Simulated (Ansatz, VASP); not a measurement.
**B: VASP beside Ansatz**

The input INCAR:

```
PREC = Accurate ; ENCUT = 600
EDIFF = 1E-6 ; ISMEAR = 0
SIGMA = 0.1 ; LREAL = False
LASPH = True ; NELM = 100
ALGO = Normal ; ISIF = 3
LWAVE = False ; LCHARG = False
GGA = PE ; IBRION = 2
NSW = 100 ; EDIFFG = -0.01
```

The input KPOINTS:

```
regular mesh
0
Gamma
  36 36 6
```

Contents of POSCAR:

```
B
1.0
    1.7144520787      0.0000000000      0.0000000000
   -0.8572260394      1.4847590537      0.0000000000
    0.0000000000      0.0000000000      8.7360982082
B
2
Direct
    0.6666666667      0.3333333333      0.2500000000
    0.3333333333      0.6666666667      0.7500000000
```

Input for Ansatz:

```yaml
crystal:
  lattice:
    - [1.7144520787, 0.0, 0.0]
    - [-0.8572260394, 1.4847590537, 0.0]
    - [0.0, 0.0, 8.7360982082]
  atoms:
    - { symbol: B, position: [0.6666666667, 0.3333333333, 0.25] }
    - { symbol: B, position: [0.3333333333, 0.6666666667, 0.75] }
basis:
  ecutwfc: 420
kpoints:
  mp_grid: { grid: [36, 36, 6] }
hamiltonian:
  xc: pbe
scf:
  occupations: { method: gaussian, width: 0.1 }
output:
  forces: true
  stress: true
  eigenvalues: true
  write_density: true
  write_potential: true
  elf: true
  volumetric_format: npy
relax:
  adjacent_minimum: "off"
  f_tol: 0.01
  max_steps: 80
  cell: { stress_tol: 0.05 }
```

Alike in both runs: task relaxation of cell and atoms; functional PBE; k mesh 36 × 36 × 6; occupations gaussian, width 0.1 eV; no spin polarisation.

|  | VASP | Ansatz |
| --- | --- | --- |
| version | VASP 6.6.1 | Ansatz 0.2.0 |
| potentials or method | VASP PAW PBE potentials, release 64 (B), cutoff 600 eV | scalar-relativistic, plane waves, PAW |
| valence electrons in the cell | 6 | 6 |

```csv
,VASP,Ansatz,Ansatz less VASP
"gap on the k mesh at the Fermi level, each at its own relaxed structure (eV)",none,none,-
relaxed volume (Å³/atom),10.37,10.28,-0.092
relaxed cell length with the largest relative difference (Å),8.178,8.100,-0.0775
```

A gap of «none» marks a metal or a gap that the smearing closes.
